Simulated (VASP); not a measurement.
# CdS (F-43m) in VASP: a series of runs, part 2 of 2

VASP 6.6.1.

## (3) Single point, RPBE

This run uses another cell than the first one, of 27.12 Å³/atom.

Input file INCAR:

```
SYSTEM = CdS
PREC     = Accurate       ! precision mode
ENCUT    = 520            ! plane-wave cutoff, eV
EDIFF    = 1E-6           ! SCF threshold, eV
ISMEAR   = -1             ! smearing method
SIGMA    = 0.05           ! smearing width, eV
LREAL    = .FALSE.        ! projectors in reciprocal space
LASPH    = .TRUE.         ! aspherical terms in the spheres
NELM     = 100            ! most SCF steps
ALGO     = Normal         ! electronic algorithm
ISIF     = 2              ! what is computed and relaxed
LWAVE    = .FALSE.        ! write WAVECAR
LCHARG   = .TRUE.         ! write CHGCAR
GGA      = RP             ! functional
LELF     = .TRUE.         ! ELF
LVHAR    = .TRUE.       
NBANDS   = 16             ! bands
```

Input file KPOINTS:

```
Automatic mesh
0
G
  8 8 8
  0 0 0
```

Input file POSCAR:

```
CdS
1.0
    0.0000000000      3.0043073863      3.0043073863
    3.0043073863      0.0000000000      3.0043073863
    3.0043073863      3.0043073863      0.0000000000
Cd S
1 1
Direct
    0.0000000000      0.0000000000      0.0000000000
    0.7500000000      0.7500000000      0.7500000000
```

Potentials or basis: VASP PAW PBE potentials, release 64 (Cd, S).

On the command line:

```console
> cat potpaw_PBE.64/Cd/POTCAR potpaw_PBE.64/S/POTCAR > POTCAR
> mpirun -np 1 vasp_std > vasp.out
```

OUTCAR:

```text
SYSTEM = CdS
   PREC = Accurate
   ENCUT = 520
   EDIFF = 1E-6
   ISMEAR = -1
   LREAL = .FALSE.
   LASPH = .TRUE.
   NELM = 100
   ISIF = 2
   GGA = RP

 ion  position               nearest neighbor table
   1  0.000  0.000  0.000-   2 2.60   2 2.60   2 2.60   2 2.60
   2  0.750  0.750  0.750-   1 2.60   1 2.60   1 2.60   1 2.60

  LATTYP: Found a face centered cubic cell.
 ALAT       =     6.0086147726

  Lattice vectors:

 A1 = (   0.0000000000,   3.0043073863,   3.0043073863)
 A2 = (   3.0043073863,   0.0000000000,   3.0043073863)
 A3 = (   3.0043073863,   3.0043073863,   0.0000000000)

Analysis of symmetry for initial positions (statically):
=====================================================================
 Subroutine PRICEL returns:
 Original cell was already a primitive cell.

 Routine SETGRP: Setting up the symmetry group for a
 face centered cubic supercell.

 Subroutine GETGRP returns: Found 24 space group operations
 (whereof 24 operations were pure point group operations)
 out of a pool of 48 trial point group operations.

The static configuration has the point symmetry T_d .

Analysis of symmetry for dynamics (positions and initial velocities):
=====================================================================
 Subroutine PRICEL returns:
 Original cell was already a primitive cell.

 Routine SETGRP: Setting up the symmetry group for a
 face centered cubic supercell.

 Subroutine GETGRP returns: Found 24 space group operations
 (whereof 24 operations were pure point group operations)
 out of a pool of 48 trial point group operations.

The dynamic configuration has the point symmetry T_d .

 Subroutine INISYM returns: Found 24 space group operations
 (whereof 24 operations are pure point group operations),
 and found     1 'primitive' translations

[... 111 lines left out ...]
   IALGO  =     38    algorithm
   IMIX   =      4    mixing-type and parameters
     AMIX     =   0.40;   BMIX     =  1.00
     AMIX_MAG =   1.60;   BMIX_MAG =  1.00
  volume/ion in A,a.u.               =      27.12       182.99
  Fermi-wavevector in a.u.,A,eV,Ry     =   1.133473  2.141954 17.480245  1.284762
  Thomas-Fermi vector in A             =   2.270176
   LORBIT       =      0    0 simple, 1 ext, 2 COOP (PROOUT), +10 PAW based schemes
   GGA     = RP    functional components
   LHFCALC =     F    Hartree Fock is set to
   AEXX    =    0.0000 exact exchange contribution
   IVDW    =     0    specifies the selected vdW correction
   LEPSILON=     F    determine dielectric tensor
   LRPA    =     F    only Hartree local field effects (RPA)
 non-spin polarized calculation
  energy-cutoff  :      520.00
  volume of cell :       54.23
 maximum number of plane-waves:      1476
   NGX = 15   NGY = 15   NGZ = 15

 number of electron      17.9999993 magnetization

 Free energy of the ion-electron system (eV)
  ---------------------------------------------------
  ext. energy  EPLUGINS =         0.00000000
  ---------------------------------------------------
  free energy    TOTEN  =        -5.52767290 eV

  energy without entropy =       -5.52767275  energy(sigma->0) =       -5.52767282

 E-fermi :   1.3322     XC(G=0):  -8.4722

 val. band max:        0.7215020990   @ k =   0.0000   0.0000   0.0000
 cond. band min:       1.8547497637   @ k =   0.0000   0.0000   0.0000
 fundamental gap:      1.1332476647
 Fermi energy:         1.3322003280

 k-point     1 :       0.0000    0.0000    0.0000
  band No.  band energies     occupation
      1     -11.1201      2.00000
      2      -6.7368      2.00000
      3      -6.7368      2.00000
      4      -6.7368      2.00000
      5      -6.3724      2.00000
      6      -6.3724      2.00000
[... 433 lines left out ...]
      3      -6.5800      2.00000
      4      -6.3873      2.00000
      5      -6.3506      2.00000
      6      -5.9730      2.00000
[... 8 lines left out ...]
     15      12.8874      0.00000
     16      13.6221      0.00000

 [... further k-points ...]

------------------------ aborting loop because EDIFF is reached ----------------------------------------

  FORCE on cell =-STRESS in cart. coord.  units (eV):
  Direction    XX          YY          ZZ          XY          YZ          ZX
  --------------------------------------------------------------------------------------
  -------------------------------------------------------------------------------------
  Total        0.0692068      0.0692068      0.0692068     -0.0000000     -0.0000000      0.0000000
  in kB        2.0445433      2.0445433      2.0445433     -0.0000000     -0.0000000      0.0000000
  external PRESSURE =       2.0445433 kB  Pullay stress =       0.0000000 kB

 VOLUME and BASIS-vectors are now :
 -----------------------------------------------------------------------------
  energy-cutoff  :      520.00
  volume of cell :       54.23
      direct lattice vectors                 reciprocal lattice vectors
     0.000000000  3.004307386  3.004307386    -0.166427711  0.166427711  0.166427711
     3.004307386  0.000000000  3.004307386     0.166427711 -0.166427711  0.166427711
     3.004307386  3.004307386  0.000000000     0.166427711  0.166427711 -0.166427711

 POSITION                                       TOTAL-FORCE (eV/Angst)
 -----------------------------------------------------------------------------------
      0.00000      0.00000      0.00000        -0.000000     -0.000000     -0.000000
      4.50646      4.50646      4.50646         0.000000      0.000000      0.000000
 -----------------------------------------------------------------------------------
    total drift:                                0.000001      0.000001      0.000001

  FREE ENERGIE OF THE ION-ELECTRON SYSTEM (eV)
  ---------------------------------------------------
  free  energy   TOTEN  =        -5.5276728957 eV

  energy  without entropy=       -5.5276727499  energy(sigma->0) =       -5.52767282
```

stdout:

```text
POSCAR found type information on POSCAR CdS
 POSCAR found :  2 types and       2 ions
 scaLAPACK will be used
 -----------------------------------------------------------------------------
|                                                                             |
|                                                                             |
|     You enforced a specific xc type in the INCAR file but a different       |
|     I HOPE YOU KNOW WHAT YOU ARE DOING!                                     |
|                                                                             |
 -----------------------------------------------------------------------------

 LDA part: xc-table for (Slater+PW92), standard interpolation
 POSCAR, INCAR and KPOINTS ok, starting setup
 FFT: planning ... GRIDC
 FFT: planning ... GRID_SOFT
 FFT: planning ... GRID
 WAVECAR not read
 entering main loop
```

Run time: 26 s. Hardware: 1 thread of Intel Xeon Platinum 8259CL at 2.50GHz (Skylake/Cascade Lake), shared host; peak memory 0.18 GiB.

Results:

```
Free energy            : -5.5277 eV
Pressure               : 0.2 GPa
Band gap on the k mesh : 1.13 eV
```

Caveat: the PAW data sets were made with another functional, which shifts forces and pressure a little.

## (4) Relaxation of cell and atoms, RPBE

Input file INCAR:

```
SYSTEM = CdS
ALGO = Normal
EDIFF = 1E-7
EDIFFG = -0.01
ENCUT = 600
GGA = RP
IBRION = 2
ISIF = 3
ISMEAR = -1
LASPH = .TRUE.
LCHARG = .FALSE.
LREAL = .FALSE.
LWAVE = .FALSE.
NELM = 60
NSW = 80
PREC = Accurate
SIGMA = 0.05
```

Input file KPOINTS:

```
k-points
0
G
  8 8 8
  0 0 0
```

Input file POSCAR:

```
CdS
1.0
    0.0000000000      2.9165000000      2.9165000000
    2.9165000000      0.0000000000      2.9165000000
    2.9165000000      2.9165000000      0.0000000000
Cd S
1 1
Direct
    0.0000000000      0.0000000000      0.0000000000
    0.7500000000      0.7500000000      0.7500000000
```

Potentials or basis: VASP PAW PBE potentials, release 64 (Cd, S).

On the command line:

```console
> cat potpaw_PBE.64/Cd/POTCAR potpaw_PBE.64/S/POTCAR > POTCAR
> mpirun -np 1 vasp_std > vasp.out
```

OUTCAR:

```text
SYSTEM = CdS
   EDIFF = 1E-7
   EDIFFG = -0.01
   ENCUT = 600
   GGA = RP
   IBRION = 2
   ISIF = 3
   ISMEAR = -1
   LASPH = .TRUE.
   LREAL = .FALSE.
   NELM = 60
   NSW = 80
   PREC = Accurate

 ion  position               nearest neighbor table
   1  0.000  0.000  0.000-   2 2.53   2 2.53   2 2.53   2 2.53
   2  0.750  0.750  0.750-   1 2.53   1 2.53   1 2.53   1 2.53

  LATTYP: Found a face centered cubic cell.
 ALAT       =     5.8330000000

  Lattice vectors:

 A1 = (   0.0000000000,   2.9165000000,   2.9165000000)
 A2 = (   2.9165000000,   0.0000000000,   2.9165000000)
 A3 = (   2.9165000000,   2.9165000000,   0.0000000000)

Analysis of symmetry for initial positions (statically):
=====================================================================
 Subroutine PRICEL returns:
 Original cell was already a primitive cell.

 Routine SETGRP: Setting up the symmetry group for a
 face centered cubic supercell.

 Subroutine GETGRP returns: Found 24 space group operations
 (whereof 24 operations were pure point group operations)
 out of a pool of 48 trial point group operations.

The static configuration has the point symmetry T_d .

Analysis of symmetry for dynamics (positions and initial velocities):
=====================================================================
[... 230 lines left out ...]

 number of electron      18.0000002 magnetization

 Free energy of the ion-electron system (eV)
  ---------------------------------------------------
  ext. energy  EPLUGINS =         0.00000000
  ---------------------------------------------------
  free energy    TOTEN  =        -5.52620399 eV

  energy without entropy =       -5.52620383  energy(sigma->0) =       -5.52620391

 E-fermi :   1.3024     XC(G=0):  -8.4556

 val. band max:        0.6953789369   @ k =   0.0000   0.0000   0.0000
 cond. band min:       1.8207729547   @ k =   0.0000   0.0000   0.0000
 fundamental gap:      1.1253940179
 Fermi energy:         1.3023623624

 k-point     1 :       0.0000    0.0000    0.0000
  band No.  band energies     occupation
      1     -11.1281      2.00000
      2      -6.7546      2.00000
      3      -6.7546      2.00000
      4      -6.7546      2.00000
      5      -6.3942      2.00000
      6      -6.3942      2.00000
      7       0.6954      1.99999
      8       0.6954      1.99999
      9       0.6954      1.99999
     10       1.8208      0.00006
     11       7.3235      0.00000
     12       7.3235      0.00000
     13       7.3235      0.00000
[... 354 lines left out ...]
  band No.  band energies     occupation
      1     -10.7422      2.00000
      2      -6.6258      2.00000
      3      -6.5994      2.00000
      4      -6.4088      2.00000
      5      -6.3726      2.00000
      6      -5.9983      2.00000
      7      -2.8859      2.00000
      8      -0.9300      2.00000
      9      -0.3111      2.00000
     10       4.8948      0.00000
     11       6.7176      0.00000
     12       7.8672      0.00000
     13       9.0066      0.00000

 [... further k-points ...]

------------------------ aborting loop because EDIFF is reached ----------------------------------------

  FORCE on cell =-STRESS in cart. coord.  units (eV):
  Direction    XX          YY          ZZ          XY          YZ          ZX
  --------------------------------------------------------------------------------------
  -------------------------------------------------------------------------------------
  Total        0.0075164      0.0075164      0.0075164      0.0000000     -0.0000000     -0.0000000
  in kB        0.2212837      0.2212837      0.2212837      0.0000000     -0.0000000     -0.0000000
  external PRESSURE =       0.2212837 kB  Pullay stress =       0.0000000 kB
[... 17 lines left out ...]
  FREE ENERGIE OF THE ION-ELECTRON SYSTEM (eV)
  ---------------------------------------------------
  free  energy   TOTEN  =        -5.5262039884 eV

  energy  without entropy=       -5.5262038310  energy(sigma->0) =       -5.52620391

 reached required accuracy - stopping structural energy minimisation
```

Wall time 76 s (1 thread of Intel Xeon Platinum 8259CL at 2.50GHz (Skylake/Cascade Lake), shared host); peak memory 0.22 GiB.

What came out:

```yaml
Free_energy: -5.5262 eV
Relaxed_volume: 27.21 Å³/atom
Relaxed_cell: a = 4.254 Å, b = 4.254 Å, c = 4.254 Å, α = 60.00°, β = 60.00°, γ = 60.00°
Space_group_after_relaxing_to_0.1_Å: F-43m (No. 216)
Energy_gained_by_relaxing: 37.3 meV/atom
Ionic_steps: 3
Pressure_after_relaxing: 0.0 GPa
Band_gap_on_the_k_mesh: 1.13 eV
```

The path:
```
step  energy change (eV)  largest force (eV/Å)  pressure (GPa)  volume (Å³)
   1              0.0000                0.0000            5.40        49.62
   2             -0.0694                0.0000           -1.13        55.86
   3             -0.0745                0.0000            0.02        54.42
```

Final structure:
```cif
data_structure
_symmetry_space_group_name_H-M 'P 1'
_symmetry_Int_Tables_number 1
_cell_length_a 4.2537
_cell_length_b 4.2537
_cell_length_c 4.2537
_cell_angle_alpha 60.000
_cell_angle_beta 60.000
_cell_angle_gamma 60.000
_cell_volume 54.42
loop_
_atom_site_label
_atom_site_type_symbol
_atom_site_fract_x
_atom_site_fract_y
_atom_site_fract_z
_atom_site_occupancy
Cd1 Cd 0.00000 0.00000 0.00000 1
S1 S 0.75000 0.75000 0.75000 1
```

Caveat: the PAW data sets were made with another functional, which shifts forces and pressure a little. RPBE and its kin give volumes clearly too large for solids.

## (5) Summary

```csv
task,level,cell,cutoff (eV),smearing,gap on the mesh (eV),pressure (GPa)
single point,PBE,"a = 4.125 Å, angles 60.0°, 2 atoms",520,gaussian 0.014 eV,1.15,3.2
single point,RPBE,"a = 4.249 Å, angles 60.0°, 2 atoms",520,fermi-dirac 0.05 eV,1.13,0.2
relaxation of cell and atoms,RPBE,"relaxed from a = 4.125 Å, angles 60.0°, 2 atoms",600,fermi-dirac 0.05 eV,1.13,0.0
```

Alike in all rows: potentials or basis VASP PAW PBE potentials, release 64 (Cd, S); no spin polarisation; k mesh 8 × 8 × 8.

Caveats: the PAW data sets were made with another functional, which shifts forces and pressure a little (at least some runs); the cell stands under pressure (at least some runs).

Total energies depend on the potentials used, so only differences within one code and one set of settings carry meaning.
